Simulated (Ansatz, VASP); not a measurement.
# Two plane-wave programs on SiMo3

```
Si Mo
1.0
     4.88900    0.00000    0.00000
     0.00000    4.88900    0.00000
     0.00000    0.00000    4.88900
Si Mo
2 6
Cartesian
  0.0000 0.0000 0.0000
  2.4445 2.4445 2.4445
  1.2223 0.0000 2.4445
  2.4445 3.6668 0.0000
  3.6668 0.0000 2.4445
  2.4445 1.2223 0.0000
  0.0000 2.4445 3.6668
  0.0000 2.4445 1.2223
```

Alike in both runs: task electric field gradients; functional PBE; k mesh 6 × 6 × 6; occupations fermi-dirac, width 0.05 eV; no spin polarisation.

|  | VASP | Ansatz |
| --- | --- | --- |
| version | VASP 6.6.1 | Ansatz 0.2.0 |
| potentials or method | VASP PAW PBE potentials, release 64 (Si, Mo_sv) | plane-wave PAW, scalar-relativistic |
| plane-wave cutoff (eV) | 520 | 420 |
| valence electrons in the cell | 92 | 92 |

```tsv
	VASP	Ansatz	Ansatz less VASP
pressure (GPa)	3.2	2.7	-0.49
size of Vzz on the site where it differs most (V/Å²)	36.1	37.9	+1.83
```
